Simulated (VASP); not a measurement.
# Ba3SiS (Pm-3m) in VASP: relaxation of cell and atoms with PBE

Aim: the relaxation of cell and atoms of Ba3SiS with PBE.

All numbers are computed with VASP 6.6.1; they aren't measurements. Logs are shortened: lines on timing, memory, paths and dates and some standing lists are left out, and cuts for length are marked.

## Step 1: The cell of the first run

It takes space group Pm-3m (No. 221, cubic). The conventional cell has a = 6.182 Å, b = 6.182 Å, c = 6.182 Å, α = 90.00°, β = 90.00°, γ = 90.00°. Within 4.1 Å of Ba (site symmetry 4/mmm) lie 2 Si at 3.09 Å. Si (site symmetry m-3m) has 6 Ba at 3.09 Å within 4.1 Å. Within 5.7 Å of S (site symmetry m-3m) lie 12 Ba at 4.37 Å and 8 Si at 5.35 Å.

The cell was built from a structure type or drawn by symmetry, and may not be a known phase.

## Step 2: Relaxation of cell and atoms, PBE

Contents of INCAR:

```
SYSTEM = Ba3SiS
PREC = Accurate ; ENCUT = 600
EDIFF = 1E-7 ; ISMEAR = 0
SIGMA = 0.1 ; LREAL = .FALSE.
LASPH = .TRUE. ; NELM = 60
ALGO = Normal ; ISIF = 3
LWAVE = .FALSE. ; LCHARG = .FALSE.
GGA = PE ; IBRION = 2
NSW = 100 ; EDIFFG = -0.01
```

Contents of KPOINTS:

```
Automatic mesh
0
G
  6 6 6
  0 0 0
```

Contents of POSCAR:

```
Ba3SiS
1.0
    6.1821550794      0.0000000000      0.0000000000
    0.0000000000      6.1821550794      0.0000000000
    0.0000000000      0.0000000000      6.1821550794
Ba Si S
3 1 1
Direct
    0.5000000000      0.0000000000      0.5000000000
    0.0000000000      0.5000000000      0.5000000000
    0.5000000000      0.5000000000      0.0000000000
    0.5000000000      0.5000000000      0.5000000000
    0.0000000000      0.0000000000      0.0000000000
```

Potentials or basis: VASP PAW PBE potentials, release 64 (Ba_sv, Si, S).

Launch:

```sh
$ cat potpaw_PBE.64/Ba_sv/POTCAR potpaw_PBE.64/Si/POTCAR potpaw_PBE.64/S/POTCAR > POTCAR
$ mpirun -np 1 vasp_std > vasp.out
```

OUTCAR:

```text
SYSTEM = Ba3SiS
   PREC = Accurate
   ENCUT = 600
   EDIFF = 1E-7
   ISMEAR = 0
   LREAL = .FALSE.
   LASPH = .TRUE.
   NELM = 60
   ISIF = 3
   GGA = PE
   IBRION = 2
   NSW = 100
   EDIFFG = -0.01

 ion  position               nearest neighbor table
   1  0.500  0.000  0.500-   4 3.09   4 3.09   2 4.37   3 4.37   2 4.37   3 4.37   3 4.37   3 4.37
                             2 4.37   2 4.37
   2  0.000  0.500  0.500-   4 3.09   4 3.09   1 4.37   3 4.37   1 4.37   1 4.37   3 4.37   3 4.37
                             3 4.37   1 4.37
   3  0.500  0.500  0.000-   4 3.09   4 3.09   1 4.37   1 4.37   2 4.37   2 4.37   1 4.37   1 4.37
                             2 4.37   2 4.37
   4  0.500  0.500  0.500-   1 3.09   2 3.09   3 3.09   3 3.09   1 3.09   2 3.09
   5  0.000  0.000  0.000-

  LATTYP: Found a simple cubic cell.
 ALAT       =     6.1821550794

  Lattice vectors:

 A1 = (   6.1821550794,   0.0000000000,   0.0000000000)
 A2 = (   0.0000000000,   6.1821550794,   0.0000000000)
 A3 = (   0.0000000000,   0.0000000000,   6.1821550794)

Analysis of symmetry for initial positions (statically):
=====================================================================
 Subroutine PRICEL returns:
 Original cell was already a primitive cell.

 Routine SETGRP: Setting up the symmetry group for a
 simple cubic supercell.

 Subroutine GETGRP returns: Found 48 space group operations
 (whereof 48 operations were pure point group operations)
 out of a pool of 48 trial point group operations.

The static configuration has the point symmetry O_h .

Analysis of symmetry for dynamics (positions and initial velocities):
=====================================================================
 Subroutine PRICEL returns:
 Original cell was already a primitive cell.

 Routine SETGRP: Setting up the symmetry group for a
 simple cubic supercell.

 Subroutine GETGRP returns: Found 48 space group operations
 (whereof 48 operations were pure point group operations)
 out of a pool of 48 trial point group operations.

The dynamic configuration has the point symmetry O_h .

 Subroutine INISYM returns: Found 48 space group operations
 (whereof 48 operations are pure point group operations),
 and found     1 'primitive' translations

----------------------------------------------------------------------------------------

                                     Primitive cell

  volume of cell :     236.2760

  direct lattice vectors                    reciprocal lattice vectors
     6.182155079  0.000000000  0.000000000     0.161755890  0.000000000  0.000000000
[... 79 lines left out ...]
   ISTART =      0    job   : 0-new  1-cont  2-samecut
   ICHARG =      2    charge: 1-file 2-atom 10-const
   ISPIN  =      1    spin polarized calculation?
   LNONCOLLINEAR =      F non collinear calculations
   LSORBIT =      F    spin-orbit coupling
   LASPH  =      T    aspherical Exc in radial PAW
   ENCUT  =  600.0 eV  44.10 Ry    6.64 a.u.  12.35 12.35 12.35*2*pi/ulx,y,z
   NELM   =     60;   NELMIN=  2; NELMDL= -5     # of ELM steps
   EDIFF  = 0.1E-06   stopping-criterion for ELM
   LREAL  =      F    real-space projection
   EDIFFG = -.1E-01   stopping-criterion for IOM
   NSW    =    100    number of steps for IOM
   IBRION =      2    ionic relax: 0-MD 1-quasi-New 2-CG
   NFREE  =      1    steps in history (QN), initial steepest desc. (CG)
   ISIF   =      3    stress and relaxation
   ISYM   =      2    0-nonsym 1-usesym 2-fastsym
   POTIM  = 0.5000    time-step for ionic-motion
   TEBEG  =    0.0;   TEEND  =   0.0 temperature during run
   PSTRESS=    0.0 pullay stress
   NELECT =      40.0000    total number of electrons
   NUPDOWN=      -1.0000    fix difference up-down
   EMIN   =  10.00;   EMAX   =-10.00  energy-range for DOS
   EFERMI =   0.00;   METHOD = LEGACY
   ISMEAR =     0;   SIGMA  =   0.10  broadening in eV -4-tet -1-fermi 0-gaus
   EFERMI_NEDOS =   21; number of points for ismear=-14 and -15
   IALGO  =     38    algorithm
   IMIX   =      4    mixing-type and parameters
     AMIX     =   0.40;   BMIX     =  1.00
     AMIX_MAG =   1.60;   BMIX_MAG =  1.00
  volume/ion in A,a.u.               =      47.26       318.89
  Fermi-wavevector in a.u.,A,eV,Ry     =   0.905639  1.711409 11.159244  0.820181
  Thomas-Fermi vector in A             =   2.029230
   LORBIT       =      0    0 simple, 1 ext, 2 COOP (PROOUT), +10 PAW based schemes
   GGA     = PE    functional components
   LHFCALC =     F    Hartree Fock is set to
   AEXX    =    0.0000 exact exchange contribution
   IVDW    =     0    specifies the selected vdW correction
   LEPSILON=     F    determine dielectric tensor
   LRPA    =     F    only Hartree local field effects (RPA)
 conjugate gradient relaxation of ions
 non-spin polarized calculation
 Gauss-broadening in eV      SIGMA  =   0.10
  energy-cutoff  :      600.00
  volume of cell :      236.28
 maximum number of plane-waves:      7925
 NGX is ok and might be reduce to    50
   NGX = 25   NGY = 25   NGZ = 25

--------------------------------------- Ionic step        1  -------------------------------------------

 number of electron      40.0000005 magnetization

 Free energy of the ion-electron system (eV)
  ---------------------------------------------------
  ext. energy  EPLUGINS =         0.00000000
  ---------------------------------------------------
  free energy    TOTEN  =       -16.96657131 eV

  energy without entropy =      -16.95638940  energy(sigma->0) =      -16.96148036

------------------------ aborting loop because EDIFF is reached ----------------------------------------

  FORCE on cell =-STRESS in cart. coord.  units (eV):
  Direction    XX          YY          ZZ          XY          YZ          ZX
  --------------------------------------------------------------------------------------
  -------------------------------------------------------------------------------------
  Total        0.6254520      0.6254520      0.6254520     -0.0000000     -0.0000000     -0.0000000
  in kB        4.2411620      4.2411620      4.2411620     -0.0000000     -0.0000000     -0.0000000
  external PRESSURE =       4.2411620 kB  Pullay stress =       0.0000000 kB
[... 65 lines left out ...]
--------------------------------------- Ionic step        3  -------------------------------------------

 number of electron      40.0000005 magnetization

 Free energy of the ion-electron system (eV)
  ---------------------------------------------------
  ext. energy  EPLUGINS =         0.00000000
  ---------------------------------------------------
  free energy    TOTEN  =       -16.97342494 eV

  energy without entropy =      -16.96348815  energy(sigma->0) =      -16.96845655

 E-fermi :   1.9165     XC(G=0):  -7.3319

 val. band max:        1.8807816016   @ k =   0.1667   0.1667   0.0000
 cond. band min:       1.9531389771   @ k =   0.1667   0.0000   0.0000
 fundamental gap:      0.0723573755
 Fermi energy:         1.9164673074

 k-point     1 :       0.0000    0.0000    0.0000
  band No.  band energies     occupation
      1     -26.8876      2.00000
      2     -26.8361      2.00000
      3     -26.8361      2.00000
      4     -12.2885      2.00000
      5     -12.2885      2.00000
      6     -12.2885      2.00000
[... 561 lines left out ...]
  FREE ENERGIE OF THE ION-ELECTRON SYSTEM (eV)
  ---------------------------------------------------
  free  energy   TOTEN  =       -16.9734249407 eV

  energy  without entropy=      -16.9634881540  energy(sigma->0) =      -16.96845655

 reached required accuracy - stopping structural energy minimisation
```

CONTCAR:

```text
Ba3SiS
   1.00000000000000
     6.2279568162160093   -0.0000000000000000   -0.0000000000000000
    -0.0000000000000000    6.2279568162160093   -0.0000000000000000
     0.0000000000000000   -0.0000000000000000    6.2279568162160093
  Ba              Si              S
     3     1     1
Direct
     0.5000000000000000    0.0000000000000000    0.5000000000000000
     0.0000000000000000    0.5000000000000000    0.5000000000000000
     0.5000000000000000    0.5000000000000000    0.0000000000000000
     0.5000000000000000    0.5000000000000000    0.5000000000000000
     0.0000000000000000    0.0000000000000000    0.0000000000000000

  0.00000000E+00  0.00000000E+00  0.00000000E+00
  0.00000000E+00  0.00000000E+00  0.00000000E+00
  0.00000000E+00  0.00000000E+00  0.00000000E+00
  0.00000000E+00  0.00000000E+00  0.00000000E+00
  0.00000000E+00  0.00000000E+00  0.00000000E+00
```

It took 3.1 min on 1 thread of AMD EPYC 9R45 (Zen 5), shared host; peak memory 0.42 GiB.

Results:

```
Free energy                           : -16.9734 eV
Relaxed volume                        : 48.31 Å³/atom
Relaxed cell                          : a = 6.228 Å, b = 6.228 Å, c = 6.228 Å, α = 90.00°, β = 90.00°, γ = 90.00°
Space group after relaxing (to 0.1 Å) : Pm-3m (No. 221)
Energy gained by relaxing             : 1.4 meV/atom
Ionic steps                           : 3
Pressure after relaxing               : 0.0 GPa
Band gap on the k mesh                : zero (bands 20 and 21 overlap by 0.24 eV)
```

The path:
```
step  energy change (eV)  largest force (eV/Å)  pressure (GPa)  volume (Å³)
   1              0.0000                0.0000            0.42       236.28
   2             -0.0066                0.0000            0.07       240.58
   3             -0.0069                0.0000            0.00       241.57
```

Final structure:
```xyz
5
Lattice="6.2280 0.0000 0.0000 0.0000 6.2280 0.0000 0.0000 0.0000 6.2280" Properties=species:S:1:pos:R:3 pbc="T T T"
Ba    3.1140    0.0000    3.1140
Ba    0.0000    3.1140    3.1140
Ba    3.1140    3.1140    0.0000
Si    3.1140    3.1140    3.1140
S     0.0000    0.0000    0.0000
```

Levels at points of the mesh, in eV from the Fermi level:
| k point | band 16 | band 17 | band 18 | band 19 | band 20 | band 21 | band 22 | band 23 | band 24 |
| --- | --- | --- | --- | --- | --- | --- | --- | --- | --- |
| (0.00, 0.00, 0.00) | -1.70 | -1.70 | -0.69 | 0.20 | 0.20 | 0.20 | 0.25 | 0.25 | 0.51 |
| (0.50, 0.00, 0.00) | -1.81 | -1.81 | -1.54 | -0.16 | -0.16 | 0.42 | 0.61 | 0.98 | 1.18 |
| (0.50, 0.50, 0.00) | -2.26 | -1.88 | -1.54 | -1.54 | -0.58 | 1.35 | 1.40 | 1.40 | 1.72 |
| (0.50, 0.50, 0.50) | -2.13 | -2.13 | -1.85 | -1.85 | -1.85 | 0.72 | 1.55 | 1.55 | 1.55 |

Caveat: spin-orbit coupling is left out, which moves the levels of the heavy elements.
